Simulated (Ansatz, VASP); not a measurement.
## Li in VASP and in Ansatz

Contents of INCAR:

```
SYSTEM = Li
  ALGO = Fast
  EDIFF = 1E-7
  EDIFFG = -0.04
  ENCUT = 600
  GGA = PE
  IBRION = 2
  ISIF = 3
  ISMEAR = 0
  LASPH = .True.
  LCHARG = .False.
  LREAL = .False.
  LWAVE = .False.
  NELM = 80
  NSW = 90
  PREC = Accurate
  SIGMA = 0.1
```

KPOINTS

```
k-points
0
Gamma
  6 6 8
  0 0 0
```

File POSCAR:

```
Li
1.0
    1.7085451500     -2.1884333000      0.0000000000
    1.7085451500      2.1884333000      0.0000000000
    0.0000000000      0.0000000000      1.9469203300
Li
1
Direct
    0.5000000000      0.5000000000      0.0000000000
```

Input for Ansatz:

```yaml
crystal:
  lattice:
    - [1.70854515, -2.1884333, 0.0]
    - [1.70854515, 2.1884333, 0.0]
    - [0.0, 0.0, 1.94692033]
  atoms:
    - { symbol: Li, position: [0.5, 0.5, 0.0] }
basis:
  ecutwfc: 420
kpoints:
  mp_grid: { grid: [6, 6, 8] }
hamiltonian:
  xc: pbe
scf:
  occupations: { method: gaussian, width: 0.1 }
  lower_state_search: "off"
output:
  forces: true
  stress: true
  eigenvalues: true
relax:
  adjacent_minimum: "off"
  f_tol: 0.04
  max_steps: 70
  cell: { stress_tol: 0.4 }
```

Alike in both runs: task relaxation of cell and atoms; functional PBE; k mesh 6 × 6 × 8; occupations gaussian, width 0.1 eV; no spin polarisation.

|  | VASP | Ansatz |
| --- | --- | --- |
| version | VASP 6.6.1 | Ansatz 0.2.0 |
| potentials or method | VASP PAW PBE potentials, release 64 (Li_sv), cutoff 600 eV | scalar-relativistic, plane waves, PAW |
| valence electrons in the cell | 3 | 3 |

|  | VASP | Ansatz | Ansatz less VASP |
| --- | --- | --- | --- |
| gap on the k mesh at the Fermi level, each at its own relaxed structure (eV) | none | none | - |
| relaxed volume (Å³/atom) | 18.20 | 20.03 | +1.824 |
| relaxed cell length with the largest relative difference (Å) | 2.488 | 2.641 | +0.1532 |

A gap of «none» marks a metal or a gap that the smearing closes. One of these differences is far larger than is usual between the two programs; its cause wasn't traced.

The k mesh is coarse, so the values compare programs but aren't converged. Noted on VASP's run: the cutoff is short for stress, so the pressure is rough; the volume moved by over 15 % at a fixed basis, so the end points are rough.
